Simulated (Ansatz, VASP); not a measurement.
**ZrSn2O4: VASP beside Ansatz**

```xyz
7
Lattice="-2.6033 2.6033 5.5566 2.6033 -2.6033 5.5566 2.6033 2.6033 -5.5566" Properties=species:S:1:pos:R:3 pbc="T T T"
Zr    2.6033    0.0000    2.7783
Sn    0.0000    2.6033    2.7783
Sn    0.0000    0.0000    5.5566
O     0.9657   -1.2702    7.2391
O     1.3330    1.6376   -1.6825
O     1.2702    0.9657    3.8741
O     1.6376    3.8735    1.6825
```

Alike in both runs: task single point; functional r2SCAN; dispersion rVV10; k mesh 8 × 8 × 8; occupations fermi-dirac, width 0.03 eV; no spin polarisation.

|  | VASP | Ansatz |
| --- | --- | --- |
| version | VASP 6.6.1 | Ansatz 0.2.0 |
| potentials or method | VASP PAW PBE potentials, release 64 (Zr_sv, Sn_d, O) | plane waves, PAW |
| plane-wave cutoff (eV) | 520 | 500 |
| valence electrons in the cell | 64 | 64 |

```csv
,VASP,Ansatz,Ansatz less VASP
gap on the k mesh at the Fermi level (eV),1.22,1.22,+0.001
pressure (GPa),0.4,0.0,-0.38
rms of the force components (eV/Å),0.014,0.004,-0.0104
```

VASP's potentials were made for PBE, not for r2SCAN. Atom by atom the forces differ by 0.015 eV/Å (rms over components).
